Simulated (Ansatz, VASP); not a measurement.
## SrVO3 in VASP and in Ansatz

```
CELL_PARAMETERS angstrom
3.98343 0.00000 0.00000
0.00000 3.98343 0.00000
0.00000 0.00000 3.98343
ATOMIC_POSITIONS crystal
Sr 0.50000 0.50000 0.50000
V 0.00000 0.00000 0.00000
O 0.50000 0.00000 0.00000
O 0.00000 0.50000 0.00000
O 0.00000 0.00000 0.50000
```

Alike in both runs: task single point; functional PBE; k mesh 10 × 10 × 10; occupations gaussian, width 0.1 eV; collinear spin.

```csv
,VASP,Ansatz
version,VASP 6.6.1,Ansatz 0.2.0
potentials or method,"VASP PAW PBE potentials, release 64 (Sr_sv, V_sv, O), cutoff 520 eV","scalar-relativistic, plane waves, PAW"
valence electrons in the cell,41,41
```

Ansatz gave:

- gap on the k mesh at the Fermi level (eV): none
- pressure (GPa): -13.8
- net moment per atom (μB): 0.09
- size of the moment on the site where the two differ most (μB): 0.37

Which values does VASP return?

gap on the k mesh at the Fermi level (eV): none; pressure (GPa): -13.3; net moment per atom (μB): 0.09; size of the moment on the site where the two differ most (μB): 0.44.

Site moments also hang on the region over which each program counts them. A gap of «none» marks a metal or a gap that the smearing closes.
